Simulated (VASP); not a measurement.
# CdSe (Fm-3m) in VASP: single point with LDA

Aim: the single point of CdSe with LDA.

Program: VASP 6.6.1. These are calculated values, not measurements. Logs are shortened: lines on timing, memory, paths and dates and some standing lists are left out, and cuts for length are marked.

## 1. The cell of the first run

Symmetry: Fm-3m, No. 225, cubic system. The conventional cell has a = 5.748 Å, b = 5.748 Å, c = 5.748 Å, α = 90.00°, β = 90.00°, γ = 90.00°. Cd (site symmetry m-3m) has 6 Se at 2.87 Å within 3.8 Å. Within 3.8 Å of Se (site symmetry m-3m) lie 6 Cd at 2.87 Å.

## 2. Single point, LDA

File INCAR:

```
PREC = Accurate ; ENCUT = 520
EDIFF = 1E-6 ; ISMEAR = 0
SIGMA = 0.02 ; LREAL = False
LASPH = True ; NELM = 100
ALGO = Normal ; ISIF = 2
LWAVE = False ; LCHARG = False
GGA = CA ; NBANDS = 16
```

File KPOINTS:

```
regular mesh
0
Gamma
  6 6 6
```

File POSCAR:

```
CdSe
1.0
    0.0000000000      2.8739580000      2.8739580000
    2.8739580000      0.0000000000      2.8739580000
    2.8739580000      2.8739580000      0.0000000000
Cd Se
1 1
Direct
    0.0000000000      0.0000000000      0.0000000000
    0.5000000000      0.5000000000      0.5000000000
```

Potentials or basis: VASP PAW LDA potentials, release 64 (Cd, Se).

Run with:

```
$ cat potpaw_LDA.64/Cd/POTCAR potpaw_LDA.64/Se/POTCAR > POTCAR
$ mpirun -np 1 vasp_std > vasp.out
```

OUTCAR:

```text
PREC = Accurate
   ENCUT = 520
   EDIFF = 1E-6
   ISMEAR = 0
   LREAL = False
   LASPH = True
   NELM = 100
   ISIF = 2
   GGA = CA

 ion  position               nearest neighbor table
   1  0.000  0.000  0.000-   2 2.87   2 2.87   2 2.87   2 2.87   2 2.87   2 2.87
   2  0.500  0.500  0.500-   1 2.87   1 2.87   1 2.87   1 2.87   1 2.87   1 2.87

  LATTYP: Found a face centered cubic cell.
 ALAT       =     5.7479160000

  Lattice vectors:

 A1 = (   0.0000000000,   2.8739580000,   2.8739580000)
 A2 = (   2.8739580000,   0.0000000000,   2.8739580000)
 A3 = (   2.8739580000,   2.8739580000,   0.0000000000)

Analysis of symmetry for initial positions (statically):
=====================================================================
 Subroutine PRICEL returns:
 Original cell was already a primitive cell.

 Routine SETGRP: Setting up the symmetry group for a
 face centered cubic supercell.

 Subroutine GETGRP returns: Found 48 space group operations
 (whereof 48 operations were pure point group operations)
 out of a pool of 48 trial point group operations.

The static configuration has the point symmetry O_h .

Analysis of symmetry for dynamics (positions and initial velocities):
=====================================================================
 Subroutine PRICEL returns:
 Original cell was already a primitive cell.

 Routine SETGRP: Setting up the symmetry group for a
 face centered cubic supercell.

 Subroutine GETGRP returns: Found 48 space group operations
 (whereof 48 operations were pure point group operations)
 out of a pool of 48 trial point group operations.

The dynamic configuration has the point symmetry O_h .

 Subroutine INISYM returns: Found 48 space group operations
 (whereof 48 operations are pure point group operations),
 and found     1 'primitive' translations

----------------------------------------------------------------------------------------

                                     Primitive cell

  volume of cell :      47.4757

  direct lattice vectors                    reciprocal lattice vectors
     0.000000000  2.873958000  2.873958000    -0.173976098  0.173976098  0.173976098
     2.873958000  0.000000000  2.873958000     0.173976098 -0.173976098  0.173976098
     2.873958000  2.873958000  0.000000000     0.173976098  0.173976098 -0.173976098

  length of vectors
     4.064390381  4.064390381  4.064390381     0.301335442  0.301335442  0.301335442

[... 70 lines left out ...]
   NELM   =    100;   NELMIN=  2; NELMDL= -5     # of ELM steps
   EDIFF  = 0.1E-05   stopping-criterion for ELM
   LREAL  =      F    real-space projection
   EDIFFG = 0.1E-04   stopping-criterion for IOM
   NSW    =      0    number of steps for IOM
   IBRION =     -1    ionic relax: 0-MD 1-quasi-New 2-CG
   NFREE  =      0    steps in history (QN), initial steepest desc. (CG)
   ISIF   =      2    stress and relaxation
   ISYM   =      2    0-nonsym 1-usesym 2-fastsym
   POTIM  = 0.5000    time-step for ionic-motion
   TEBEG  =    0.0;   TEEND  =   0.0 temperature during run
   PSTRESS=    0.0 pullay stress
   NELECT =      18.0000    total number of electrons
   NUPDOWN=      -1.0000    fix difference up-down
   EMIN   =  10.00;   EMAX   =-10.00  energy-range for DOS
   EFERMI =   0.00;   METHOD = LEGACY
   ISMEAR =     0;   SIGMA  =   0.02  broadening in eV -4-tet -1-fermi 0-gaus
   EFERMI_NEDOS =   21; number of points for ismear=-14 and -15
   IALGO  =     38    algorithm
   IMIX   =      4    mixing-type and parameters
     AMIX     =   0.40;   BMIX     =  1.00
     AMIX_MAG =   1.60;   BMIX_MAG =  1.00
  volume/ion in A,a.u.               =      23.74       160.19
  Fermi-wavevector in a.u.,A,eV,Ry     =   1.184882  2.239103 19.101849  1.403946
  Thomas-Fermi vector in A             =   2.321088
   LORBIT       =      0    0 simple, 1 ext, 2 COOP (PROOUT), +10 PAW based schemes
   GGA     = CA    functional components
   LHFCALC =     F    Hartree Fock is set to
   AEXX    =    0.0000 exact exchange contribution
   IVDW    =     0    specifies the selected vdW correction
   LEPSILON=     F    determine dielectric tensor
   LRPA    =     F    only Hartree local field effects (RPA)
 non-spin polarized calculation
 Gauss-broadening in eV      SIGMA  =   0.02
  energy-cutoff  :      520.00
  volume of cell :       47.48
 maximum number of plane-waves:      1303
   NGX = 15   NGY = 15   NGZ = 15

 number of electron      18.0000005 magnetization

 Free energy of the ion-electron system (eV)
  ---------------------------------------------------
  ext. energy  EPLUGINS =         0.00000000
  ---------------------------------------------------
  free energy    TOTEN  =        -6.51911637 eV

  energy without entropy =       -6.51838999  energy(sigma->0) =       -6.51875318

 E-fermi :   2.1405     XC(G=0): -10.3255

 val. band max:        2.1301388445   @ k =  -0.1667   0.1667   0.0000
 cond. band min:       2.9690196951   @ k =   0.5000   0.3333   0.0000
 fundamental gap:      0.8388808506
 Fermi energy:         2.1405474769

 k-point     1 :       0.0000    0.0000    0.0000
  band No.  band energies     occupation
      1     -10.7620      2.00000
      2      -5.7409      2.00000
      3      -5.7409      2.00000
      4      -5.7211      2.00000
      5      -5.7211      2.00000
      6      -5.7211      2.00000
[... 281 lines left out ...]
      3      -5.7769      2.00000
      4      -5.6314      2.00000
      5      -5.5295      2.00000
      6      -5.1705      2.00000
[... 8 lines left out ...]
     15      15.0297      0.00000
     16      17.0752      0.00000

------------------------ aborting loop because EDIFF is reached ----------------------------------------

  FORCE on cell =-STRESS in cart. coord.  units (eV):
  Direction    XX          YY          ZZ          XY          YZ          ZX
  --------------------------------------------------------------------------------------
  -------------------------------------------------------------------------------------
  Total       -1.6277159     -1.6277159     -1.6277159     -0.0000000     -0.0000000      0.0000000
  in kB      -54.9310565    -54.9310565    -54.9310565     -0.0000000     -0.0000000      0.0000000
  external PRESSURE =     -54.9310565 kB  Pullay stress =       0.0000000 kB

 VOLUME and BASIS-vectors are now :
 -----------------------------------------------------------------------------
  energy-cutoff  :      520.00
  volume of cell :       47.48
      direct lattice vectors                 reciprocal lattice vectors
     0.000000000  2.873958000  2.873958000    -0.173976098  0.173976098  0.173976098
     2.873958000  0.000000000  2.873958000     0.173976098 -0.173976098  0.173976098
     2.873958000  2.873958000  0.000000000     0.173976098  0.173976098 -0.173976098

 POSITION                                       TOTAL-FORCE (eV/Angst)
 -----------------------------------------------------------------------------------
      0.00000      0.00000      0.00000         0.000000     -0.000000     -0.000000
      2.87396      2.87396      2.87396        -0.000000      0.000000      0.000000
 -----------------------------------------------------------------------------------
    total drift:                               -0.000000      0.000000      0.000000

  FREE ENERGIE OF THE ION-ELECTRON SYSTEM (eV)
  ---------------------------------------------------
  free  energy   TOTEN  =        -6.5191163661 eV

  energy  without entropy=       -6.5183899884  energy(sigma->0) =       -6.51875318
```

stdout:

```text
POSCAR found type information on POSCAR CdSe
 POSCAR found :  2 types and       2 ions
 scaLAPACK will be used
 LDA part: xc-table for (Slater(with rela. corr.)+CA(PZ))
 , standard interpolation
 POSCAR, INCAR and KPOINTS ok, starting setup
 FFT: planning ... GRIDC
 FFT: planning ... GRID_SOFT
 FFT: planning ... GRID
 WAVECAR not read
 entering main loop
```

It took 5 s on 1 thread of Intel Xeon 6975P-C (Granite Rapids), shared host; peak memory 0.14 GiB.

Results:

- Free energy: -6.5191 eV
- Pressure: -5.5 GPa
- Band gap on the k mesh: zero (band 9 reaches 2.13 eV, above the bottom of band 10 at 1.52 eV)

Levels at points of the mesh, in eV from the Fermi level:
```
           k point  band 5  band 6  band 7  band 8  band 9  band 10  band 11  band 12  band 13  band 14
(0.00, 0.00, 0.00)   -7.86   -7.86   -0.59   -0.59   -0.59    -0.11     8.65     8.65     8.65     9.57
(0.50, 0.00, 0.00)   -7.72   -7.72   -4.97   -0.01   -0.01     2.90     5.16     5.16     5.77    11.12
(0.50, 0.50, 0.00)   -7.67   -7.20   -4.09   -2.04   -2.04    -0.62     5.44     9.56    10.12    10.12
```
